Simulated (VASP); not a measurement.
# AlN (db) (F-43m) in VASP: single point with PBE

Aim: the single point of AlN (db) with PBE.

Everything below comes from runs of VASP 6.6.1. Logs are shortened: lines on timing, memory, paths and dates and some standing lists are left out, and cuts for length are marked.

## (1) The cell of the first run

Symmetry: F-43m, No. 216, cubic system. The conventional cell has a = 4.368 Å, b = 4.368 Å, c = 4.368 Å, α = 90.00°, β = 90.00°, γ = 90.00°. Within 2.5 Å of Al (site symmetry -43m) lie 4 N at 1.89 Å. N (site symmetry -43m) has 4 Al at 1.89 Å within 2.5 Å.

## (2) Single point, PBE

INCAR

```
SYSTEM = AlN
ALGO = Normal ; EDIFF = 1E-6
ENCUT = 600 ; GGA = PE
GGA_COMPAT = .FALSE. ; ISIF = 2
ISMEAR = 0 ; LASPH = .TRUE.
LCHARG = .FALSE. ; LREAL = .FALSE.
LWAVE = .FALSE. ; NBANDS = 11
NELM = 120 ; PREC = Accurate
SIGMA = 0.02
```

KPOINTS

```
k-points
0
G
  10 10 10
  0 0 0
```

POSCAR

```
AlN
1.0
    0.0000000000      2.1839935596      2.1839935596
    2.1839935596      0.0000000000      2.1839935596
    2.1839935596      2.1839935596      0.0000000000
Al N
1 1
Direct
    0.0000000000      0.0000000000      0.0000000000
    0.7500000000      0.7500000000      0.7500000000
```

Potentials or basis: VASP PAW PBE potentials, release 64 (Al, N).

Run with:

```
cat potpaw_PBE.64/Al/POTCAR potpaw_PBE.64/N/POTCAR > POTCAR
mpirun -np 1 vasp_std > vasp.out
```

OUTCAR:

```text
SYSTEM = AlN
   EDIFF = 1E-6
   ENCUT = 600
   GGA = PE
   ISIF = 2
   ISMEAR = 0
   LASPH = .TRUE.
   LREAL = .FALSE.
   NELM = 120
   PREC = Accurate

 ion  position               nearest neighbor table
   1  0.000  0.000  0.000-   2 1.89   2 1.89   2 1.89   2 1.89
   2  0.750  0.750  0.750-   1 1.89   1 1.89   1 1.89   1 1.89

  LATTYP: Found a face centered cubic cell.
 ALAT       =     4.3679871192

  Lattice vectors:

 A1 = (   0.0000000000,   2.1839935596,   2.1839935596)
 A2 = (   2.1839935596,   0.0000000000,   2.1839935596)
 A3 = (   2.1839935596,   2.1839935596,   0.0000000000)

Analysis of symmetry for initial positions (statically):
=====================================================================
 Subroutine PRICEL returns:
 Original cell was already a primitive cell.

 Routine SETGRP: Setting up the symmetry group for a
 face centered cubic supercell.

 Subroutine GETGRP returns: Found 24 space group operations
 (whereof 24 operations were pure point group operations)
 out of a pool of 48 trial point group operations.

The static configuration has the point symmetry T_d .

Analysis of symmetry for dynamics (positions and initial velocities):
=====================================================================
 Subroutine PRICEL returns:
 Original cell was already a primitive cell.

 Routine SETGRP: Setting up the symmetry group for a
 face centered cubic supercell.

 Subroutine GETGRP returns: Found 24 space group operations
 (whereof 24 operations were pure point group operations)
 out of a pool of 48 trial point group operations.

The dynamic configuration has the point symmetry T_d .

 Subroutine INISYM returns: Found 24 space group operations
 (whereof 24 operations are pure point group operations),
 and found     1 'primitive' translations

----------------------------------------------------------------------------------------

                                     Primitive cell

  volume of cell :      20.8345

  direct lattice vectors                    reciprocal lattice vectors
     0.000000000  2.183993560  2.183993560    -0.228938404  0.228938404  0.228938404
     2.183993560  0.000000000  2.183993560     0.228938404 -0.228938404  0.228938404
     2.183993560  2.183993560  0.000000000     0.228938404  0.228938404 -0.228938404

  length of vectors
     3.088633312  3.088633312  3.088633312     0.396532948  0.396532948  0.396532948

  position of ions in fractional coordinates (direct lattice)
     0.000000000  0.000000000  0.000000000
     0.750000000  0.750000000  0.750000000

  ion indices of the primitive-cell ions
   primitive index   ion index
                 1           1
                 2           2

----------------------------------------------------------------------------------------

 KPOINTS: k-points

Automatic generation of k-mesh.
 Grid dimensions read from file:
 generate k-points for:   10   10   10

 Generating k-lattice:

  Cartesian coordinates                     Fractional coordinates (reciprocal lattice)
    -0.022893840  0.022893840  0.022893840     0.100000000  0.000000000  0.000000000
     0.022893840 -0.022893840  0.022893840     0.000000000  0.100000000  0.000000000
     0.022893840  0.022893840 -0.022893840     0.000000000  0.000000000  0.100000000

  Length of vectors
     0.039653295  0.039653295  0.039653295

  Shift w.r.t. Gamma in fractional coordinates (k-lattice)
     0.000000000  0.000000000  0.000000000

 Subroutine IBZKPT returns following result:
 ===========================================

 Found     47 irreducible k-points:

 Following reciprocal coordinates:
            Coordinates               Weight
  0.000000  0.000000  0.000000      1.000000
  0.100000  0.000000  0.000000      8.000000
  0.200000  0.000000  0.000000      8.000000
  0.300000  0.000000  0.000000      8.000000
  0.400000  0.000000  0.000000      8.000000
  0.500000  0.000000  0.000000      4.000000
[... 16 lines left out ...]
  0.300000  0.300000  0.000000      6.000000
  0.400000  0.300000  0.000000     24.000000
 [... further k-points ...]
   k-points           NKPTS =     47   k-points in BZ     NKDIM =     47   number of bands    NBANDS=     11
   number of dos      NEDOS =    301   number of ions     NIONS =      2
   total plane-waves  NPLWV =  21952
   dimension x,y,z NGX =    28 NGY =   28 NGZ =   28
   dimension x,y,z NGXF=    56 NGYF=   56 NGZF=   56
   ions per type =               1   1
   NGX,Y,Z   is equivalent  to a cutoff of  15.07, 15.07, 15.07 a.u.
   NGXF,Y,Z  is equivalent  to a cutoff of  30.14, 30.14, 30.14 a.u.
 SYSTEM =  AlN
   PREC   = accura    normal or accurate (medium, high low for compatibility)
   ISTART =      0    job   : 0-new  1-cont  2-samecut
   ICHARG =      2    charge: 1-file 2-atom 10-const
   ISPIN  =      1    spin polarized calculation?
   LNONCOLLINEAR =      F non collinear calculations
   LSORBIT =      F    spin-orbit coupling
   LASPH  =      T    aspherical Exc in radial PAW
   ENCUT  =  600.0 eV  44.10 Ry    6.64 a.u.   6.17  6.17  6.17*2*pi/ulx,y,z
   NELM   =    120;   NELMIN=  2; NELMDL= -5     # of ELM steps
   EDIFF  = 0.1E-05   stopping-criterion for ELM
   LREAL  =      F    real-space projection
   EDIFFG = 0.1E-04   stopping-criterion for IOM
   NSW    =      0    number of steps for IOM
   IBRION =     -1    ionic relax: 0-MD 1-quasi-New 2-CG
   NFREE  =      0    steps in history (QN), initial steepest desc. (CG)
   ISIF   =      2    stress and relaxation
   ISYM   =      2    0-nonsym 1-usesym 2-fastsym
   POTIM  = 0.5000    time-step for ionic-motion
   TEBEG  =    0.0;   TEEND  =   0.0 temperature during run
   PSTRESS=    0.0 pullay stress
   NELECT =       8.0000    total number of electrons
   NUPDOWN=      -1.0000    fix difference up-down
   EMIN   =  10.00;   EMAX   =-10.00  energy-range for DOS
   EFERMI =   0.00;   METHOD = LEGACY
   ISMEAR =     0;   SIGMA  =   0.02  broadening in eV -4-tet -1-fermi 0-gaus
   EFERMI_NEDOS =   21; number of points for ismear=-14 and -15
   IALGO  =     38    algorithm
   IMIX   =      4    mixing-type and parameters
     AMIX     =   0.40;   BMIX     =  1.00
     AMIX_MAG =   1.60;   BMIX_MAG =  1.00
  volume/ion in A,a.u.               =      10.42        70.30
  Fermi-wavevector in a.u.,A,eV,Ry     =   1.189899  2.248583 19.263943  1.415860
  Thomas-Fermi vector in A             =   2.325996
   LORBIT       =      0    0 simple, 1 ext, 2 COOP (PROOUT), +10 PAW based schemes
   GGA     = PE    functional components
   LHFCALC =     F    Hartree Fock is set to
   AEXX    =    0.0000 exact exchange contribution
   IVDW    =     0    specifies the selected vdW correction
   LEPSILON=     F    determine dielectric tensor
   LRPA    =     F    only Hartree local field effects (RPA)
 non-spin polarized calculation
 Gauss-broadening in eV      SIGMA  =   0.02
  energy-cutoff  :      600.00
  volume of cell :       20.83
 maximum number of plane-waves:       725
 NGX is ok and might be reduce to    28
   NGX = 13   NGY = 13   NGZ = 13

 number of electron       7.9999999 magnetization

 Free energy of the ion-electron system (eV)
  ---------------------------------------------------
  ext. energy  EPLUGINS =         0.00000000
  ---------------------------------------------------
  free energy    TOTEN  =       -14.84195161 eV

  energy without entropy =      -14.84195161  energy(sigma->0) =      -14.84195161

 E-fermi :   6.1210     XC(G=0): -10.9339

 val. band max:        5.9697478893   @ k =   0.0000   0.0000   0.0000
 cond. band min:       9.2877498485   @ k =   0.5000   0.5000   0.0000
 fundamental gap:      3.3180019592
 Fermi energy:         6.1210158261

 k-point     1 :       0.0000    0.0000    0.0000
  band No.  band energies     occupation
      1      -9.0117      2.00000
      2       5.9697      2.00000
      3       5.9697      2.00000
      4       5.9697      2.00000
      5      10.1659      0.00000
      6      18.5302      0.00000
      7      18.5302      0.00000
      8      18.5302      0.00000
      9      23.6585      0.00000
     10      23.6585      0.00000
     11      25.0602      0.00000

 k-point     2 :       0.1000    0.0000    0.0000
  band No.  band energies     occupation
      1      -8.8652      2.00000
      2       5.1587      2.00000
      3       5.9182      2.00000
      4       5.9182      2.00000
      5      10.8265      0.00000
      6      18.1417      0.00000
      7      18.6641      0.00000
      8      18.6641      0.00000
      9      22.4021      0.00000
     10      22.4021      0.00000
     11      24.2718      0.00000

 k-point     3 :       0.2000    0.0000    0.0000
  band No.  band energies     occupation
      1      -8.4486      2.00000
      2       3.5544      2.00000
      3       5.7896      2.00000
      4       5.7896      2.00000
      5      11.9512      0.00000
      6      17.3407      0.00000
      7      18.5941      0.00000
      8      18.5941      0.00000
      9      21.8708      0.00000
     10      21.8708      0.00000
     11      23.4021      0.00000

 k-point     4 :       0.3000    0.0000    0.0000
  band No.  band energies     occupation
      1      -7.8435      2.00000
      2       1.9090      2.00000
      3       5.6421      2.00000
      4       5.6421      2.00000
      5      12.7945      0.00000
      6      16.5811      0.00000
      7      17.9333      0.00000
      8      17.9333      0.00000
      9      22.9298      0.00000
     10      22.9298      0.00000
     11      23.2133      0.00000
[... 239 lines left out ...]
 k-point    22 :      -0.2000    0.2000    0.0000
  band No.  band energies     occupation
      1      -7.6447      2.00000
      2       2.2122      2.00000
      3       4.2799      2.00000
      4       5.7159      2.00000
      5      13.5313      0.00000
      6      15.9286      0.00000
      7      17.3714      0.00000
      8      18.4726      0.00000
      9      20.9469      0.00000
     10      24.4163      0.00000
     11      27.3297      0.00000

 k-point    23 :       0.3000    0.3000    0.0000
  band No.  band energies     occupation
      1      -7.4676      2.00000
      2       2.4549      2.00000
      3       4.7307      2.00000
      4       4.7307      2.00000
      5      11.3000      0.00000
      6      15.6727      0.00000
      7      17.8534      0.00000
      8      20.4722      0.00000
      9      20.4722      0.00000
     10      26.3555      0.00000
     11      29.7458      0.00000

 k-point    24 :       0.4000    0.3000    0.0000
  band No.  band energies     occupation
      1      -7.0047      2.00000
      2       1.8213      2.00000
      3       4.2686      2.00000
      4       4.5672      2.00000
      5      10.8859      0.00000
      6      15.5054      0.00000
      7      18.2227      0.00000
      8      20.5587      0.00000
      9      21.0685      0.00000
     10      27.2833      0.00000
     11      29.5347      0.00000

 [... further k-points ...]
[... 5 lines left out ...]
  --------------------------------------------------------------------------------------
  -------------------------------------------------------------------------------------
  Total        0.5797849      0.5797849      0.5797849      0.0000000      0.0000000      0.0000000
  in kB       44.5854779     44.5854779     44.5854779      0.0000000      0.0000000      0.0000000
  external PRESSURE =      44.5854779 kB  Pullay stress =       0.0000000 kB

 VOLUME and BASIS-vectors are now :
 -----------------------------------------------------------------------------
  energy-cutoff  :      600.00
  volume of cell :       20.83
      direct lattice vectors                 reciprocal lattice vectors
     0.000000000  2.183993560  2.183993560    -0.228938404  0.228938404  0.228938404
     2.183993560  0.000000000  2.183993560     0.228938404 -0.228938404  0.228938404
     2.183993560  2.183993560  0.000000000     0.228938404  0.228938404 -0.228938404

 POSITION                                       TOTAL-FORCE (eV/Angst)
 -----------------------------------------------------------------------------------
      0.00000      0.00000      0.00000         0.000000      0.000000      0.000000
      3.27599      3.27599      3.27599        -0.000000     -0.000000     -0.000000
 -----------------------------------------------------------------------------------
    total drift:                               -0.000000     -0.000000     -0.000000

  FREE ENERGIE OF THE ION-ELECTRON SYSTEM (eV)
  ---------------------------------------------------
  free  energy   TOTEN  =       -14.8419516121 eV

  energy  without entropy=      -14.8419516121  energy(sigma->0) =      -14.84195161
```

Wall time 16 s (1 thread of Intel Xeon Platinum 8259CL at 2.50GHz (Skylake/Cascade Lake), shared host); peak memory 0.15 GiB.

Results:

```yaml
Free_energy: -14.8420 eV
Pressure: 4.5 GPa
Band_gap_on_the_k_mesh: 3.32 eV, indirect (least direct gap 4.20 eV)
```

A k mesh can miss the band edges. Expect the measured gap to be larger: semilocal functionals such as PBE lack the derivative discontinuity.
